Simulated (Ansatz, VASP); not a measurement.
Rh: VASP beside Ansatz

The input POSCAR:

```
Rh
1.0
    0.2385902748      2.0280173355      2.0280173355
    2.0280173355      0.2385902748      2.0280173355
    2.0280173355      2.0280173355      0.2385902748
Rh
1
Direct
    0.0000000000      0.0000000000      0.0000000000
```

Contents of INCAR.step1:

```
SYSTEM = Rh
  ALGO = Normal
  EDIFF = 1E-4
  ENCUT = 520
  GGA = PE
  ISMEAR = 0
  LASPH = .TRUE.
  LCHARG = .FALSE.
  LREAL = .FALSE.
  LWAVE = .TRUE.
  NBANDS = 14
  NELM = 100
  PREC = Accurate
  SIGMA = 0.15
```

The input INCAR.step2:

```
SYSTEM = Rh
  ALGO = Normal
  EDIFF = 1E-6
  ENCUT = 520
  ISIF = 2
  ISMEAR = 0
  ISTART = 1
  LASPH = .TRUE.
  LCHARG = .FALSE.
  LMIXTAU = .TRUE.
  LREAL = .FALSE.
  LWAVE = .FALSE.
  METAGGA = R2SCAN
  NBANDS = 14
  NELM = 100
  PREC = Accurate
  SIGMA = 0.15
```

The input KPOINTS:

```
k-points
0
G
  8 8 8
  0 0 0
```

Input for Ansatz:

```yaml
crystal:
  lattice:
    - [0.2385902748, 2.0280173355, 2.0280173355]
    - [2.0280173355, 0.2385902748, 2.0280173355]
    - [2.0280173355, 2.0280173355, 0.2385902748]
  atoms:
    - { symbol: Rh, position: [0.0, 0.0, 0.0] }
basis:
  ecutwfc: 500
kpoints:
  mp_grid: { grid: [8, 8, 8] }
hamiltonian:
  xc: r2scan
scf:
  occupations: { method: gaussian, width: 0.15 }
output:
  forces: true
  stress: true
  eigenvalues: true
```

Alike in both runs: task single point; functional r2SCAN; k mesh 8 × 8 × 8; occupations gaussian, width 0.15 eV; no spin polarisation.

|  | VASP | Ansatz |
| --- | --- | --- |
| version | VASP 6.6.1 | Ansatz 0.2.0 |
| potentials or method | VASP PAW PBE potentials, release 64 (Rh_pv), cutoff 520 eV | scalar-relativistic, plane waves, PAW |
| valence electrons in the cell | 15 | 17 |

|  | VASP | Ansatz | Ansatz less VASP |
| --- | --- | --- | --- |
| gap on the k mesh at the Fermi level (eV) | none | none | - |
| pressure (GPa) | 13.9 | 12.5 | -1.34 |
| traceless stress, the component that is largest in VASP (GPa) | -21.17 | -20.85 | +0.327 |

VASP's potentials were made for PBE, not for r2SCAN. A gap of «none» marks a metal or a gap that the smearing closes. VASP's potentials hold 15 valence electrons a cell and Ansatz's 17, so a difference there can come from the potentials and not from the codes.

The k mesh is coarse, so the values compare programs but aren't converged.
